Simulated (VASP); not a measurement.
Crystal: Ge2N.

```
Ge N
1.0
     1.55834    0.89971    5.34878
    -1.55834    0.89971    5.34878
     0.00000   -1.79942    5.34878
Ge N
2 1
Direct
  0.25987 0.25987 0.25987
  0.74013 0.74013 0.74013
  0.00000 0.00000 0.00000
```

The cell was generated, and may not be a known phase.

| Item | Value |
| --- | --- |
| Program | VASP 6.6.1 |
| Task | relaxation of cell and atoms |
| Functional | PBE |
| Potentials or basis | VASP PAW PBE potentials, release 64 (Ge_d, N) |
| Cutoff | 600 eV |
| k mesh | 6 × 6 × 6 |
| Occupations | gaussian, width 0.1 eV |
| Spin | no spin polarisation |

At the start: pressure 12.1 GPa; volume 15.00 Å³/atom.

Problem. How do energy, volume and symmetry change on relaxing?

Solution. Over 16 steps the energy falls by 197.6 meV/atom and the volume is 15.72 Å³/atom (+4.8 %); space group R-3m (No. 166, to 0.1 Å) before and after.

The path:
| step | energy change (eV) | largest force (eV/Å) | pressure (GPa) | volume (Å³) |
| --- | --- | --- | --- | --- |
| 1 | 0.0000 | 2.8916 | 12.06 | 45.00 |
| 2 | -0.2200 | 1.3485 | -11.46 | 52.66 |
| 3 | -0.4487 | 0.1079 | -4.51 | 49.28 |
| 4 | -0.4494 | 0.1941 | -3.90 | 49.12 |
| 5 | -0.5522 | 0.2189 | -2.92 | 47.21 |
| 6 | -0.5672 | 0.4554 | -2.09 | 46.33 |
| 7 | -0.5751 | 0.1403 | 2.13 | 44.85 |
| 8 | -0.5794 | 0.0921 | 0.44 | 45.39 |
| 9 | -0.5826 | 0.0970 | 0.49 | 45.52 |
| 10 | -0.5877 | 0.1146 | 0.47 | 45.82 |
| 11 | -0.5865 | 0.1522 | 0.80 | 46.42 |
| 12 | -0.5891 | 0.1227 | 0.63 | 46.07 |
| 13 | -0.5916 | 0.0640 | 0.48 | 46.43 |
| 14 | -0.5928 | 0.0403 | 0.20 | 47.08 |
| 15 | -0.5928 | 0.0188 | -0.41 | 47.32 |
| 16 | -0.5929 | 0.0169 | -0.09 | 47.17 |

Final structure:
```
CELL_PARAMETERS angstrom
1.50345 0.86801 6.02425
-1.50345 0.86801 6.02425
0.00000 -1.73603 6.02425
ATOMIC_POSITIONS crystal
Ge 0.25696 0.25696 0.25696
Ge 0.74304 0.74304 0.74304
N 0.00000 0.00000 0.00000
```

Caveat: the k points lie up to 0.41 Å⁻¹ apart in the final cell, too coarse for converged energies and pressures of a metal; an odd number of electrons without spin polarisation forces a metal; a magnetic or distorted state may lie lower.
